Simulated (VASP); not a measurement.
**SiO2: single point with r2SCAN**

Crystal: SiO2.

```
Si O
1.0
     5.10915    0.00000    0.00000
    -2.55458    4.42465    0.00000
     0.00000    0.00000    5.59590
Si O
3 6
Direct
  0.50000 0.50000 0.33333
  0.00000 0.50000 0.66667
  0.50000 0.00000 0.00000
  0.20824 0.79176 0.83333
  0.41648 0.20824 0.16667
  0.20824 0.41648 0.50000
  0.79176 0.20824 0.83333
  0.58352 0.79176 0.16667
  0.79176 0.58352 0.50000
```

```json
{"Program": "VASP 6.6.1", "Task": "single point", "Functional": "r2SCAN", "Potentials or basis": "VASP PAW PBE potentials, release 64 (Si, O)", "Cutoff": "520 eV", "k mesh": "6 × 6 × 4", "Occupations": "gaussian, width 0.01 eV", "Spin": "no spin polarisation"}
```

| Property | Result |
| --- | --- |
| Pressure | -5.1 GPa |
| Largest force | 0.237 eV/Å |
| Band gap on the k mesh | 6.13 eV (least direct gap 6.32 eV) |

Forces in eV/Å, atoms in the order of the input:
```
Si   0.000  0.000  0.000
Si   0.000  0.000  0.000
Si   0.000  0.000  0.000
O    0.206 -0.119  0.000
O    0.206  0.119  0.000
O    0.000  0.237  0.000
O   -0.206  0.119  0.000
O   -0.206 -0.119  0.000
O    0.000 -0.237  0.000
```

Levels at points of the mesh, in eV from the valence-band top:
```
           k point  band 22  band 23  band 24  band 25  band 26  band 27
(0.00, 0.00, 0.00)    -0.44    -0.44    -0.18     6.13     9.58     9.58
(0.50, 0.00, 0.00)    -0.98    -0.34     0.00     8.24     9.08    10.23
(0.00, 0.00, 0.50)    -0.29     0.00     0.00     7.99     7.99     9.15
(0.50, 0.00, 0.50)    -0.71    -0.68    -0.33     9.15     9.70     9.77
```

It took 2.4 min on 1 thread of Intel(R) Xeon(R) 6975P-C (Granite Rapids) (shared host), peak memory 0.29 GiB.

Caveat: the cell stands under tension; the PAW data sets were made with another functional, which shifts forces and pressure a little. r2SCAN opens gaps a little over a GGA but as a rule still falls short of measured ones.
